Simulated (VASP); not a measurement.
# Ag2SnPbSe4 (P1) in VASP: single point with PBE

Aim: the single point of Ag2SnPbSe4 with PBE.

Everything below comes from runs of VASP 6.6.1. Logs are shortened: lines on timing, memory, paths and dates and some standing lists are left out, and cuts for length are marked.

## 1. The cell of the first run

The typed cell holds 8 atoms: a = 6.039 Å, b = 6.001 Å, c = 7.356 Å, α = 65.97°, β = 65.09°, γ = 89.48°.

## 2. Single point, PBE

Input file INCAR:

```
PREC = Accurate
ENCUT = 520
EDIFF = 1E-6
ISMEAR = -1
SIGMA = 0.1
LREAL = False
LASPH = True
NELM = 100
ALGO = Fast
ISIF = 2
LWAVE = False
LCHARG = True
GGA = PE
LELF = True
LVHAR = True
NBANDS = 47
```

Input file KPOINTS:

```
Automatic mesh
0
Gamma
  4 4 3
```

Input file POSCAR:

```
Ag2SnPbSe4
1.0
    0.0275460000      6.0385770000     -0.0263150000
    6.0013460000      0.0275460000      0.0164750000
    2.9983090000      3.0588360000     -5.9798710000
Sn Se Ag Pb
1 4 2 1
Direct
    0.4577290000      0.5453220000      0.0157590000
    0.3842210000      0.4022010000      0.7232230000
    0.6322960000      0.1312390000      0.3046650000
    0.8636920000      0.8935810000      0.7605090000
    0.1247050000      0.5914140000      0.2976320000
    0.7264920000      0.2471930000      0.5283890000
    0.2216670000      0.7565100000      0.4993070000
    0.0639890000      0.0404660000      0.9399910000
```

Potentials or basis: VASP PAW PBE potentials, release 64 (Sn_d, Se, Ag, Pb_d).

Started as:

```bash
cat potpaw_PBE.64/Sn_d/POTCAR potpaw_PBE.64/Se/POTCAR potpaw_PBE.64/Ag/POTCAR potpaw_PBE.64/Pb_d/POTCAR > POTCAR
mpirun -np 1 vasp_std > vasp.out
```

OUTCAR:

```text
PREC = Accurate
   ENCUT = 520
   EDIFF = 1E-6
   ISMEAR = -1
   LREAL = False
   LASPH = True
   NELM = 100
   ISIF = 2
   GGA = PE

 ion  position               nearest neighbor table
   1  0.458  0.545  0.016-   5 2.32   4 2.63   2 2.81   3 3.06   8 3.80
   2  0.384  0.402  0.723-   8 2.38   6 2.40   7 2.58   1 2.81
   3  0.632  0.131  0.305-   6 2.29   7 2.78   1 3.06   8 3.09
   4  0.864  0.894  0.761-   8 2.51   6 2.51   7 2.61   1 2.63
   5  0.125  0.591  0.298-   1 2.32   7 2.34   6 2.59   8 3.06
   6  0.726  0.247  0.528-   3 2.29   2 2.40   4 2.51   5 2.59   8 3.68
   7  0.222  0.757  0.499-   5 2.34   2 2.58   4 2.61   3 2.78
   8  0.064  0.040  0.940-   2 2.38   4 2.51   5 3.06   3 3.09   6 3.68   1 3.80

  LATTYP: Found a triclinic cell.
 ALAT       =     6.0014318308
 B/A-ratio  =     1.4121137137
 C/A-ratio  =     1.2229719846
 COS(alpha) =     0.0045442983
 COS(beta)  =     0.4170171001
 COS(gamma) =     0.7016459617

  Lattice vectors:

 A1 = (  -6.0013460000,  -0.0275460000,  -0.0164750000)
 A2 = (  -5.9738000000,   6.0110310000,  -0.0427900000)
 A3 = (  -3.0305830000,  -3.0072870000,  -5.9700310000)

Analysis of symmetry for initial positions (statically):
=====================================================================
 Subroutine PRICEL returns:
 Original cell was already a primitive cell.

 Routine SETGRP: Setting up the symmetry group for a
 triclinic supercell.

 Subroutine GETGRP returns: Found  1 space group operations
 (whereof  1 operations were pure point group operations)
 out of a pool of  2 trial point group operations.

The static configuration has the point symmetry C_1 .

Analysis of symmetry for dynamics (positions and initial velocities):
=====================================================================
 Subroutine PRICEL returns:
 Original cell was already a primitive cell.

 Routine SETGRP: Setting up the symmetry group for a
 triclinic supercell.

 Subroutine GETGRP returns: Found  1 space group operations
 (whereof  1 operations were pure point group operations)
 out of a pool of  2 trial point group operations.

The dynamic configuration has the point symmetry C_1 .

 Subroutine INISYM returns: Found  1 space group operations
 (whereof  1 operations are pure point group operations),
 and found     1 'primitive' translations

----------------------------------------------------------------------------------------

                                     Primitive cell

  volume of cell :     216.5195

  direct lattice vectors                    reciprocal lattice vectors
     0.027546000  6.038577000 -0.026315000    -0.000993517  0.165974267  0.084401351
     6.001346000  0.027546000  0.016475000     0.166402617 -0.000396366  0.083231569
     2.998309000  3.058836000 -5.979871000     0.000462824 -0.000731478 -0.167369795

  length of vectors
     6.038697165  6.001431831  7.355623135     0.186204276  0.186057738  0.167372033

  position of ions in fractional coordinates (direct lattice)
     0.457729000  0.545322000  0.015759000
     0.384221000  0.402201000  0.723223000
     0.632296000  0.131239000  0.304665000
     0.863692000  0.893581000  0.760509000
     0.124705000  0.591414000  0.297632000
     0.726492000  0.247193000  0.528389000
     0.221667000  0.756510000  0.499307000
     0.063989000  0.040466000  0.939991000

  ion indices of the primitive-cell ions
   primitive index   ion index
                 1           1
                 2           2
                 3           3
                 4           4
                 5           5
                 6           6
                 7           7
                 8           8

----------------------------------------------------------------------------------------

 KPOINTS: Automatic mesh

Automatic generation of k-mesh.
 Grid dimensions read from file:
 generate k-points for:    4    4    3

 Generating k-lattice:

  Cartesian coordinates                     Fractional coordinates (reciprocal lattice)
    -0.000248379  0.041493567  0.021100338     0.250000000  0.000000000  0.000000000
     0.041600654 -0.000099092  0.020807892    -0.000000000  0.250000000  0.000000000
     0.000154275 -0.000243826 -0.055789932    -0.000000000  0.000000000  0.333333333

  Length of vectors
     0.046551069  0.046514435  0.055790678

  Shift w.r.t. Gamma in fractional coordinates (k-lattice)
     0.000000000  0.000000000  0.000000000

 Subroutine IBZKPT returns following result:
 ===========================================

 Found     26 irreducible k-points:

 Following reciprocal coordinates:
            Coordinates               Weight
  0.000000  0.000000  0.000000      1.000000
  0.250000 -0.000000 -0.000000      2.000000
  0.500000 -0.000000 -0.000000      1.000000
  0.000000  0.250000  0.000000      2.000000
  0.250000  0.250000  0.000000      2.000000
  0.500000  0.250000  0.000000      2.000000
[... 16 lines left out ...]
  0.000000 -0.250000  0.333333      2.000000
  0.250000 -0.250000  0.333333      2.000000
 [... further k-points ...]
   k-points           NKPTS =     26   k-points in BZ     NKDIM =     26   number of bands    NBANDS=     47
   number of dos      NEDOS =    301   number of ions     NIONS =      8
   total plane-waves  NPLWV = 129024
   dimension x,y,z NGX =    48 NGY =   48 NGZ =   56
   dimension x,y,z NGXF=    96 NGYF=   96 NGZF=  112
   ions per type =               1   4   2   1
   NGX,Y,Z   is equivalent  to a cutoff of  13.21, 13.30, 12.66 a.u.
   NGXF,Y,Z  is equivalent  to a cutoff of  26.43, 26.59, 25.31 a.u.
 SYSTEM =  unknown system
   PREC   = accura    normal or accurate (medium, high low for compatibility)
   ISTART =      0    job   : 0-new  1-cont  2-samecut
   ICHARG =      2    charge: 1-file 2-atom 10-const
   ISPIN  =      1    spin polarized calculation?
   LNONCOLLINEAR =      F non collinear calculations
   LSORBIT =      F    spin-orbit coupling
   LASPH  =      T    aspherical Exc in radial PAW
   ENCUT  =  520.0 eV  38.22 Ry    6.18 a.u.  11.23 11.16 13.68*2*pi/ulx,y,z
   NELM   =    100;   NELMIN=  2; NELMDL= -5     # of ELM steps
   EDIFF  = 0.1E-05   stopping-criterion for ELM
   LREAL  =      F    real-space projection
   EDIFFG = 0.1E-04   stopping-criterion for IOM
   NSW    =      0    number of steps for IOM
   IBRION =     -1    ionic relax: 0-MD 1-quasi-New 2-CG
   NFREE  =      0    steps in history (QN), initial steepest desc. (CG)
   ISIF   =      2    stress and relaxation
   ISYM   =      2    0-nonsym 1-usesym 2-fastsym
   POTIM  = 0.5000    time-step for ionic-motion
   TEBEG  =    0.0;   TEEND  =   0.0 temperature during run
   PSTRESS=    0.0 pullay stress
   NELECT =      74.0000    total number of electrons
   NUPDOWN=      -1.0000    fix difference up-down
   EMIN   =  10.00;   EMAX   =-10.00  energy-range for DOS
   EFERMI =   0.00;   METHOD = LEGACY
   ISMEAR =    -1;   SIGMA  =   0.10  broadening in eV -4-tet -1-fermi 0-gaus
   EFERMI_NEDOS =   21; number of points for ismear=-14 and -15
   IALGO  =     68    algorithm
   IMIX   =      4    mixing-type and parameters
     AMIX     =   0.40;   BMIX     =  1.00
     AMIX_MAG =   1.60;   BMIX_MAG =  1.00
  volume/ion in A,a.u.               =      27.06       182.64
  Fermi-wavevector in a.u.,A,eV,Ry     =   1.144598  2.162977 17.825060  1.310105
  Thomas-Fermi vector in A             =   2.281290
   LORBIT       =      0    0 simple, 1 ext, 2 COOP (PROOUT), +10 PAW based schemes
   GGA     = PE    functional components
   LHFCALC =     F    Hartree Fock is set to
   AEXX    =    0.0000 exact exchange contribution
   IVDW    =     0    specifies the selected vdW correction
   LEPSILON=     F    determine dielectric tensor
   LRPA    =     F    only Hartree local field effects (RPA)
 non-spin polarized calculation
 RMM-DIIS sequential band-by-band and
  energy-cutoff  :      520.00
  volume of cell :      216.52
 maximum number of plane-waves:      5841
 NGX is ok and might be reduce to    48
   NGX = 23   NGY = 23   NGZ = 27

 number of electron      74.0000001 magnetization

 Free energy of the ion-electron system (eV)
  ---------------------------------------------------
  ext. energy  EPLUGINS =         0.00000000
  ---------------------------------------------------
  free energy    TOTEN  =       -25.32774769 eV

  energy without entropy =      -25.20356269  energy(sigma->0) =      -25.26565519

 E-fermi :   4.7234     XC(G=0):  -9.2227

 val. band max:        4.7208675212   @ k =  -0.2500   0.0000   0.3333
 cond. band min:       4.7310740080   @ k =   0.5000  -0.0000  -0.0000
 fundamental gap:      0.0102064869
 Fermi energy:         4.7233781262

 k-point     1 :       0.0000    0.0000    0.0000
  band No.  band energies     occupation
      1     -17.5658      2.00000
      2     -17.4659      2.00000
      3     -17.4421      2.00000
      4     -17.4356      2.00000
      5     -17.4084      2.00000
      6     -13.0214      2.00000
[... 39 lines left out ...]
     46       9.9505      0.00000
     47      10.2568      0.00000

 k-point     2 :       0.2500   -0.0000   -0.0000
  band No.  band energies     occupation
      1     -17.5658      2.00000
      2     -17.4659      2.00000
      3     -17.4421      2.00000
      4     -17.4356      2.00000
      5     -17.4084      2.00000
      6     -13.0220      2.00000
[... 39 lines left out ...]
     46       9.7415      0.00000
     47      10.2767      0.00000

 k-point     3 :       0.5000   -0.0000   -0.0000
  band No.  band energies     occupation
      1     -17.5658      2.00000
      2     -17.4659      2.00000
      3     -17.4421      2.00000
      4     -17.4356      2.00000
      5     -17.4084      2.00000
      6     -13.0226      2.00000
[... 1039 lines left out ...]
     46       9.5353      0.00000
     47       9.9235      0.00000

 k-point    24 :       0.2500   -0.2500    0.3333
  band No.  band energies     occupation
      1     -17.5659      2.00000
      2     -17.4659      2.00000
      3     -17.4421      2.00000
      4     -17.4355      2.00000
      5     -17.4084      2.00000
      6     -13.0226      2.00000
[... 39 lines left out ...]
     46       9.8982      0.00000
     47      10.0045      0.00000

 [... further k-points ...]

------------------------ aborting loop because EDIFF is reached ----------------------------------------

  FORCE on cell =-STRESS in cart. coord.  units (eV):
  Direction    XX          YY          ZZ          XY          YZ          ZX
  --------------------------------------------------------------------------------------
  -------------------------------------------------------------------------------------
  Total       19.1418609     17.4861930     15.4171639      7.4303671      1.0925022     -4.4131881
  in kB      141.6438232    129.3923952    114.0822226     54.9824076      8.0841765    -32.6562204
  external PRESSURE =     128.3728137 kB  Pullay stress =       0.0000000 kB

 VOLUME and BASIS-vectors are now :
 -----------------------------------------------------------------------------
  energy-cutoff  :      520.00
  volume of cell :      216.52
      direct lattice vectors                 reciprocal lattice vectors
     0.027546000  6.038577000 -0.026315000    -0.000993517  0.165974267  0.084401351
     6.001346000  0.027546000  0.016475000     0.166402617 -0.000396366  0.083231569
     2.998309000  3.058836000 -5.979871000     0.000462824 -0.000731478 -0.167369795

 POSITION                                       TOTAL-FORCE (eV/Angst)
 -----------------------------------------------------------------------------------
      3.33252      2.82726     -0.09730        -2.608970      2.323099      1.639074
      4.59278      4.54345     -4.32826         3.805390      1.860364      1.237759
      1.71851      4.75370     -1.83633        -1.686636     -2.217732      2.699468
      7.66672      7.56636     -4.55575        -1.555293     -1.235359      0.720590
      4.44511      1.67974     -1.77334         0.782538     -2.334842     -1.001807
      3.08778      6.01004     -3.17474         0.748061      1.476700     -0.605333
      6.04326      2.88669     -2.97916         1.583909      1.088600     -0.434013
      3.06300      3.26280     -5.62204        -1.068998     -0.960830     -4.255738
 -----------------------------------------------------------------------------------
    total drift:                                0.000026     -0.001017     -0.000804

  FREE ENERGIE OF THE ION-ELECTRON SYSTEM (eV)
  ---------------------------------------------------
  free  energy   TOTEN  =       -25.3277476871 eV

  energy  without entropy=      -25.2035626929  energy(sigma->0) =      -25.26565519
```

Run time: 9.7 min. Hardware: 1 thread of Intel Xeon Platinum 8259CL at 2.50GHz (Skylake/Cascade Lake), shared host; peak memory 0.51 GiB.

Results:

| Quantity | Value |
| --- | --- |
| Free energy | -25.3277 eV |
| Pressure | 12.8 GPa |
| Largest force | 4.492 eV/Å |
| Band gap on the k mesh | zero (bands 37 and 38 overlap by 0.63 eV) |

Forces in eV/Å, atoms in the order of the input:
```
Sn  -2.609  2.323  1.639
Se   3.805  1.860  1.238
Se  -1.687 -2.218  2.699
Se  -1.555 -1.235  0.721
Se   0.783 -2.335 -1.002
Ag   0.748  1.477 -0.605
Ag   1.584  1.089 -0.434
Pb  -1.069 -0.961 -4.256
```

Stress tensor (GPa, compression positive):
```
14.16  5.50 -3.27
 5.50 12.94  0.81
-3.27  0.81 11.41
```

Caveat: the cell stands under pressure; spin-orbit coupling is left out, which moves the levels of the heavy elements; forces of over 1 eV/Å act on the atoms, so gaps and moduli don't describe the material at rest.
